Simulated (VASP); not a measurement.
A run of VASP 6.6.1 is set up as follows.

Contents of INCAR:

```
PREC = Accurate
ENCUT = 520
EDIFF = 1E-8
ISMEAR = -1
SIGMA = 0.02
LREAL = F
LASPH = T
NELM = 60
ALGO = Normal
ISIF = 2
LWAVE = F
LCHARG = F
GGA = PS
LEFG = T
NBANDS = 15
```

Contents of KPOINTS:

```
regular mesh
0
Gamma
  8 8 8
```

File POSCAR:

```
BaS
1.0
    0.0000000000      3.1505859250      3.1505859250
    3.1505859250      0.0000000000      3.1505859250
    3.1505859250      3.1505859250      0.0000000000
Ba S
1 1
Direct
    0.0000000000      0.0000000000      0.0000000000
    0.5000000000      0.5000000000      0.5000000000
```

Potentials or basis: VASP PAW PBE potentials, release 64 (Ba_sv, S).

Run with:

```bash
$ cat potpaw_PBE.64/Ba_sv/POTCAR potpaw_PBE.64/S/POTCAR > POTCAR
$ mpirun -np 1 vasp_std > vasp.out
```

Problem. Estimate the band gap on the k mesh.

Solution. 1.90 eV (least direct gap 2.02 eV).

Problem. What does it give for the pressure?

Solution. 1.4 GPa.

Caveat: the PAW data sets were made with another functional, which shifts forces and pressure a little; spin-orbit coupling is left out, which moves the levels of the heavy elements. A k mesh can miss the band edges.
